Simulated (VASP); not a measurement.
Crystal: Hf4Br.

```
CELL_PARAMETERS angstrom
4.72310 0.00000 0.00000
0.00000 4.72310 0.00000
0.00000 0.00000 4.72310
ATOMIC_POSITIONS crystal
Hf 0.50000 0.50000 0.50000
Hf 0.00000 0.50000 0.50000
Hf 0.50000 0.00000 0.50000
Hf 0.50000 0.50000 0.00000
Br 0.00000 0.00000 0.00000
```

| Property | Result |
| --- | --- |
| Program | VASP 6.6.1 |
| Task | relaxation of cell and atoms |
| Functional | PBE |
| Potentials or basis | VASP PAW PBE potentials, release 64 (Hf_pv, Br) |
| Cutoff | 600 eV |
| k mesh | 4 × 4 × 4 |
| Occupations | gaussian, width 0.1 eV |
| Spin | no spin polarisation |

At the start: pressure 31.8 GPa; volume 21.07 Å³/atom.

Problem. How do energy, volume and symmetry change on relaxing?

Solution. Over 3 steps the energy falls by 599.8 meV/atom and the volume is 28.99 Å³/atom (+37.6 %); space group Pm-3m (No. 221, to 0.05 Å).

The path:
```
step  energy change (eV)  largest force (eV/Å)  pressure (GPa)  volume (Å³)
   1              0.0000                0.0000           31.82       105.36
   2             -1.8672                0.0000           -7.73       182.92
   3             -2.9988                0.0000           -0.19       144.94
```

Final structure:
```
Hf Br
1.0
     5.25289    0.00000    0.00000
     0.00000    5.25289    0.00000
     0.00000    0.00000    5.25289
Hf Br
4 1
Direct
  0.50000 0.50000 0.50000
  0.00000 0.50000 0.50000
  0.50000 0.00000 0.50000
  0.50000 0.50000 0.00000
  0.00000 0.00000 0.00000
```

Caveat: the volume moved by over 15 % at a fixed basis, so the end points are rough; an odd number of electrons without spin polarisation forces a metal; a magnetic or distorted state may lie lower.
